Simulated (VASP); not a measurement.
Runs of VASP 6.6.1 on GaN. The structure is that of space group Pmmm (No. 47), or close to it. The cells are those of the table. 

```tsv
task	spin	cell	k mesh	cutoff (eV)	gap on the mesh (eV)	pressure (GPa)	largest force (eV/Å)
relaxation of cell and atoms	off	relaxed from a = 2.708, b = 3.057, c = 7.063 Å, 6 atoms	6 × 6 × 4	600	none	-0.1	0.01
single point	off	a = 2.708, b = 3.057, c = 7.063 Å, 6 atoms	6 × 6 × 4	520	none	59.1	0.84
single point	off	a = 2.994, b = 3.208, c = 7.589 Å, 6 atoms	6 × 6 × 4	520	none	0.4	(a)
single point	collinear, ferromagnetic start	a = 2.994, b = 3.208, c = 7.589 Å, 6 atoms	6 × 6 × 2	520	none	0.5	(b)
```

Alike in all rows: level PBE; potentials or basis VASP PAW PBE potentials, release 64 (Ga_d, N); smearing gaussian 0.1 eV.

**Question.** Estimate the missing entries.

**Answer.** (a) 0.02; (b) 0.06.

Caveats: some runs use coarse meshes.

A k mesh can miss the band edges, and the runs leave out spin-orbit coupling on Ga.

A gap of «none» marks levels without a gap at the run's occupations.
